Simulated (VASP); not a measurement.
# Si (a cell with a defect) in VASP: notebook, part 2 of 2

VASP 6.6.1. Earlier steps stand in the parts before.

### Step 3. Single point, PBE

INCAR reads:

```
PREC = Accurate
ENCUT = 520
EDIFF = 1E-6
ISMEAR = 0
SIGMA = 0.05
LREAL = Auto
LASPH = True
NELM = 60
ALGO = Normal
ISIF = 2
LWAVE = False
LCHARG = False
GGA = PE
NBANDS = 48
```

KPOINTS reads:

```
Automatic mesh
0
Gamma
  2 2 2
```

POSCAR reads:

```
Si
1.0
    0.0000000000      5.4300000000      5.4300000000
    5.4300000000      0.0000000000      5.4300000000
    5.4300000000      5.4300000000      0.0000000000
Si
17
Direct
   -0.0090086166      0.0284661067     -0.0096351170
    0.1232752636      0.1352361727      0.1223039171
    0.0185875677     -0.0050971515      0.4933225789
    0.1232208133      0.1352353510      0.6193692184
    0.0022686816      0.5072519807      0.0017388400
    0.1152878598      0.6552121969      0.1147917558
    0.0022789815      0.5072498375      0.4888209093
    0.1643707294      0.6209847306      0.6073495167
    0.4942777457     -0.0052555140      0.0177731419
    0.6199145172      0.1356110165      0.1222760963
    0.4942234477     -0.0053513882      0.4932889868
    0.6513784291      0.0474852489      0.6505511255
    0.4893222603      0.5076279911      0.0015755434
    0.6080566570      0.6208118181      0.1634327080
    0.5238772620      0.4302828488      0.5229334432
    0.6081325298      0.6206867549      0.6078295031
    0.7908766107      0.6295909492      0.7898128527
```

Potentials or basis: VASP PAW PBE potentials, release 64 (Si).

On the command line:

```console
> cat potpaw_PBE.64/Si/POTCAR > POTCAR
> mpirun -np 1 vasp_std > vasp.out
```

OUTCAR:

```text
PREC = Accurate
   ENCUT = 520
   EDIFF = 1E-6
   ISMEAR = 0
   LREAL = Auto
   LASPH = True
   NELM = 60
   ISIF = 2
   GGA = PE

 ion  position               nearest neighbor table
   1  0.991  0.028  0.990-   2 2.33   4 2.33  10 2.33   6 2.34
   2  0.123  0.135  0.122-   1 2.33   9 2.33   3 2.33   5 2.33
   3  0.019  0.995  0.493-   4 2.33   2 2.33   8 2.35  12 2.35
   4  0.123  0.135  0.619-   1 2.33   3 2.33  11 2.33   7 2.33
   5  0.002  0.507  0.002-   2 2.33   6 2.35  17 2.40  14 2.48   8 2.48
   6  0.115  0.655  0.115-   1 2.34  13 2.35   7 2.35   5 2.35
   7  0.002  0.507  0.489-   4 2.33   6 2.35  17 2.40  16 2.48   8 2.48
   8  0.164  0.621  0.607-  15 2.30   3 2.35  17 2.47   7 2.48   5 2.48
   9  0.494  0.995  0.018-   2 2.33  10 2.33  12 2.35  14 2.35
  10  0.620  0.136  0.122-   1 2.33   9 2.33  11 2.33  13 2.33
  11  0.494  0.995  0.493-   4 2.33  10 2.33  12 2.35  16 2.35
  12  0.651  0.047  0.651-   9 2.35  11 2.35   3 2.35  15 2.40  17 2.62
  13  0.489  0.508  0.002-  10 2.33   6 2.35  17 2.40  16 2.48  14 2.48
  14  0.608  0.621  0.163-  15 2.30   9 2.35  17 2.47  13 2.48   5 2.48
  15  0.524  0.430  0.523-  14 2.30  16 2.30   8 2.30  12 2.40
  16  0.608  0.621  0.608-  15 2.30  11 2.35  17 2.47  13 2.48   7 2.48
  17  0.791  0.630  0.790-   5 2.40   7 2.40  13 2.40   8 2.47  16 2.47  14 2.47  12 2.62

  LATTYP: Found a face centered cubic cell.
 ALAT       =    10.8600000000

  Lattice vectors:

 A1 = (   0.0000000000,   5.4300000000,   5.4300000000)
 A2 = (   5.4300000000,   0.0000000000,   5.4300000000)
 A3 = (   5.4300000000,   5.4300000000,   0.0000000000)

Analysis of symmetry for initial positions (statically):
=====================================================================
 Subroutine PRICEL returns:
 Original cell was already a primitive cell.

 Routine SETGRP: Setting up the symmetry group for a
 face centered cubic supercell.

 Subroutine GETGRP returns: Found  1 space group operations
 (whereof  1 operations were pure point group operations)
 out of a pool of 48 trial point group operations.

The static configuration has the point symmetry C_1 .

Analysis of symmetry for dynamics (positions and initial velocities):
=====================================================================
 Subroutine PRICEL returns:
 Original cell was already a primitive cell.

 Routine SETGRP: Setting up the symmetry group for a
 face centered cubic supercell.

 Subroutine GETGRP returns: Found  1 space group operations
 (whereof  1 operations were pure point group operations)
 out of a pool of 48 trial point group operations.

The dynamic configuration has the point symmetry C_1 .

 Subroutine INISYM returns: Found  1 space group operations
 (whereof  1 operations are pure point group operations),
 and found     1 'primitive' translations

----------------------------------------------------------------------------------------

                                     Primitive cell

  volume of cell :     320.2060

  direct lattice vectors                    reciprocal lattice vectors
     0.000000000  5.430000000  5.430000000    -0.092081031  0.092081031  0.092081031
     5.430000000  0.000000000  5.430000000     0.092081031 -0.092081031  0.092081031
[... 76 lines left out ...]
  0.500000  0.500000  0.500000      1.000000
  0.500000  0.500000  0.000000      1.000000
  0.000000  0.500000  0.500000      1.000000
  0.500000  0.000000  0.500000      1.000000
   k-points           NKPTS =      8   k-points in BZ     NKDIM =      8   number of bands    NBANDS=     48
   number of dos      NEDOS =    301   number of ions     NIONS =     17
   total plane-waves  NPLWV = 216000
   dimension x,y,z NGX =    60 NGY =   60 NGZ =   60
   dimension x,y,z NGXF=   120 NGYF=  120 NGZF=  120
   ions per type =              17
   NGX,Y,Z   is equivalent  to a cutoff of  12.99, 12.99, 12.99 a.u.
   NGXF,Y,Z  is equivalent  to a cutoff of  25.98, 25.98, 25.98 a.u.
 SYSTEM =  unknown system
   PREC   = accura    normal or accurate (medium, high low for compatibility)
   ISTART =      0    job   : 0-new  1-cont  2-samecut
   ICHARG =      2    charge: 1-file 2-atom 10-const
   ISPIN  =      1    spin polarized calculation?
   LNONCOLLINEAR =      F non collinear calculations
   LSORBIT =      F    spin-orbit coupling
   LASPH  =      T    aspherical Exc in radial PAW
   ENCUT  =  520.0 eV  38.22 Ry    6.18 a.u.  14.28 14.28 14.28*2*pi/ulx,y,z
   NELM   =     60;   NELMIN=  2; NELMDL= -5     # of ELM steps
   EDIFF  = 0.1E-05   stopping-criterion for ELM
   LREAL  =      T    real-space projection
   EDIFFG = 0.1E-04   stopping-criterion for IOM
   NSW    =      0    number of steps for IOM
   IBRION =     -1    ionic relax: 0-MD 1-quasi-New 2-CG
   NFREE  =      0    steps in history (QN), initial steepest desc. (CG)
   ISIF   =      2    stress and relaxation
   ISYM   =      2    0-nonsym 1-usesym 2-fastsym
   POTIM  = 0.5000    time-step for ionic-motion
   TEBEG  =    0.0;   TEEND  =   0.0 temperature during run
   PSTRESS=    0.0 pullay stress
   NELECT =      68.0000    total number of electrons
   NUPDOWN=      -1.0000    fix difference up-down
   EMIN   =  10.00;   EMAX   =-10.00  energy-range for DOS
   EFERMI =   0.00;   METHOD = LEGACY
   ISMEAR =     0;   SIGMA  =   0.05  broadening in eV -4-tet -1-fermi 0-gaus
   EFERMI_NEDOS =   21; number of points for ismear=-14 and -15
   IALGO  =     38    algorithm
   IMIX   =      4    mixing-type and parameters
     AMIX     =   0.40;   BMIX     =  1.00
     AMIX_MAG =   1.60;   BMIX_MAG =  1.00
  volume/ion in A,a.u.               =      18.84       127.11
  Fermi-wavevector in a.u.,A,eV,Ry     =   0.976715  1.845724 12.979587  0.953973
  Thomas-Fermi vector in A             =   2.107356
   LORBIT       =      0    0 simple, 1 ext, 2 COOP (PROOUT), +10 PAW based schemes
   GGA     = PE    functional components
   LHFCALC =     F    Hartree Fock is set to
   AEXX    =    0.0000 exact exchange contribution
   IVDW    =     0    specifies the selected vdW correction
   LEPSILON=     F    determine dielectric tensor
   LRPA    =     F    only Hartree local field effects (RPA)
 non-spin polarized calculation
 Gauss-broadening in eV      SIGMA  =   0.05
  energy-cutoff  :      520.00
  volume of cell :      320.21
 maximum number of plane-waves:      8646
 NGX is ok and might be reduce to    60
   NGX = 29   NGY = 29   NGZ = 29

 number of electron      68.0000000 magnetization

 Free energy of the ion-electron system (eV)
  ---------------------------------------------------
  ext. energy  EPLUGINS =         0.00000000
  ---------------------------------------------------
  free energy    TOTEN  =       -87.71633923 eV

  energy without entropy =      -87.70216175  energy(sigma->0) =      -87.70925049

 E-fermi :   6.7700     XC(G=0):  -9.6957

 val. band max:        6.7330379796   @ k =   0.0000   0.0000   0.0000
 cond. band min:       6.7765127298   @ k =   0.5000   0.0000   0.5000
 fundamental gap:      0.0434747502
 Fermi energy:         6.7700256153

 k-point     1 :       0.0000    0.0000    0.0000
  band No.  band energies     occupation
      1      -6.2308      2.00000
      2      -3.8675      2.00000
      3      -3.5969      2.00000
      4      -3.5967      2.00000
      5      -3.3941      2.00000
      6      -2.7087      2.00000
[... 381 lines left out ...]
     45      10.2889      0.00000
     46      10.4047      0.00000
 [bands above 46 left out]

------------------------ aborting loop because EDIFF is reached ----------------------------------------

  FORCE on cell =-STRESS in cart. coord.  units (eV):
  Direction    XX          YY          ZZ          XY          YZ          ZX
  --------------------------------------------------------------------------------------
  -------------------------------------------------------------------------------------
  Total        8.7446292      8.7373754      8.7603921      0.9744020      0.9657023     -0.9663128
  in kB       43.7544772     43.7181822     43.8333477      4.8755012      4.8319717     -4.8350260
  external PRESSURE =      43.7686690 kB  Pullay stress =       0.0000000 kB

 VOLUME and BASIS-vectors are now :
 -----------------------------------------------------------------------------
  energy-cutoff  :      520.00
  volume of cell :      320.21
      direct lattice vectors                 reciprocal lattice vectors
     0.000000000  5.430000000  5.430000000    -0.092081031  0.092081031  0.092081031
     5.430000000  0.000000000  5.430000000     0.092081031 -0.092081031  0.092081031
     5.430000000  5.430000000  0.000000000     0.092081031  0.092081031 -0.092081031

 POSITION                                       TOTAL-FORCE (eV/Angst)
 -----------------------------------------------------------------------------------
      5.53225     10.75876      5.53565        -0.026048      0.024936     -0.027473
      1.39844      1.33349      1.40372         0.007358      0.010501      0.003044
      8.08106      2.77967      5.50325         0.020691     -0.021027     -0.030161
      4.09750      4.03226      1.40342        -0.011372     -0.007692      0.003642
      2.76382      0.02176      2.76670         0.005884     -0.014163      0.012369
      4.18112      1.24933      4.18382        -0.000589      0.001556     -0.002095
[... 9 lines left out ...]
      6.67084      6.60267      6.67249        -0.023280     -0.010382     -0.018312
      7.70736      8.58314      7.71314         0.020325     -0.018594      0.027008
 -----------------------------------------------------------------------------------
    total drift:                                0.004825     -0.004099     -0.003027

  FREE ENERGIE OF THE ION-ELECTRON SYSTEM (eV)
  ---------------------------------------------------
  free  energy   TOTEN  =       -87.7163392286 eV

  energy  without entropy=      -87.7021617508  energy(sigma->0) =      -87.70925049
```

It took 2.1 min on 1 thread of Intel Xeon Platinum 8559C (Emerald Rapids), shared host; peak memory 0.45 GiB.

Results:

```yaml
Free_energy: -87.7163 eV
Pressure: 4.4 GPa
Largest_force: 0.046 eV/Å
Band_gap_on_the_k_mesh: zero (band 34 reaches 6.78 eV, above the bottom of band 35 at 6.73 eV)
```

Forces on the atoms (eV/Å):
```
Si  -0.026  0.025 -0.027
Si   0.007  0.011  0.003
Si   0.021 -0.021 -0.030
Si  -0.011 -0.008  0.004
Si   0.006 -0.014  0.012
Si  -0.001  0.002 -0.002
Si   0.013 -0.006  0.013
Si  -0.020  0.020  0.003
Si  -0.028 -0.026  0.021
Si   0.001  0.000 -0.011
Si   0.027  0.029  0.022
Si   0.013 -0.013  0.017
Si   0.008 -0.008  0.005
Si   0.008  0.023 -0.018
Si  -0.014  0.014 -0.021
Si  -0.023 -0.010 -0.018
Si   0.020 -0.019  0.027
```

Caveat: the k points lie up to 0.50 Å⁻¹ apart.
